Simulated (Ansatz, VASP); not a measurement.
One calculation of Ru, two programs

The input INCAR:

```
SYSTEM = Ru
PREC = Accurate
ENCUT = 520
EDIFF = 1E-6
ISMEAR = 0
SIGMA = 0.15
LREAL = .FALSE.
LASPH = .TRUE.
NELM = 60
ALGO = Fast
ISIF = 2
LWAVE = .FALSE.
LCHARG = .FALSE.
GGA = PE
NBANDS = 13
```

KPOINTS

```
Automatic mesh
0
G
  20 20 20
  0 0 0
```

POSCAR

```
Ru
1.0
   -0.0333389707      1.9122281044      1.9122281044
    1.9122281044     -0.0333389707      1.9122281044
    1.9122281044      1.9122281044     -0.0333389707
Ru
1
Direct
    0.0000000000      0.0000000000      0.0000000000
```

Input for Ansatz:

```yaml
crystal:
  lattice:
    - [-0.0333389707, 1.9122281044, 1.9122281044]
    - [1.9122281044, -0.0333389707, 1.9122281044]
    - [1.9122281044, 1.9122281044, -0.0333389707]
  atoms:
    - { symbol: Ru, position: [0.0, 0.0, 0.0] }
basis:
  ecutwfc: 420
kpoints:
  mp_grid: { grid: [20, 20, 20] }
hamiltonian:
  xc: pbe
scf:
  occupations: { method: gaussian, width: 0.15 }
output:
  forces: true
  stress: true
  eigenvalues: true
```

Change from the starting cell: equal engineering shear yz, xz and xy -0.0175, equal normal strain along x, y and z +0.0125.

Alike in both runs: task single point; functional PBE; k mesh 20 × 20 × 20; occupations gaussian, width 0.15 eV; no spin polarisation.

|  | VASP | Ansatz |
| --- | --- | --- |
| version | VASP 6.6.1 | Ansatz 0.2.0 |
| potentials or method | VASP PAW PBE potentials, release 64 (Ru_pv), cutoff 520 eV | scalar-relativistic, plane waves, PAW |
| valence electrons in the cell | 14 | 16 |

Ansatz gave:

- gap on the k mesh at the Fermi level (eV): none
- pressure (GPa): -9.9
- traceless stress, the component that is largest in VASP (GPa): 3.73

Q: Estimate VASP's values.

A: gap on the k mesh at the Fermi level (eV): none; pressure (GPa): -10.1; traceless stress, the component that is largest in VASP (GPa): 3.72.

A gap of «none» marks a metal or a gap that the smearing closes. VASP's potentials hold 14 valence electrons a cell and Ansatz's 16, so a difference there can come from the potentials and not from the codes.
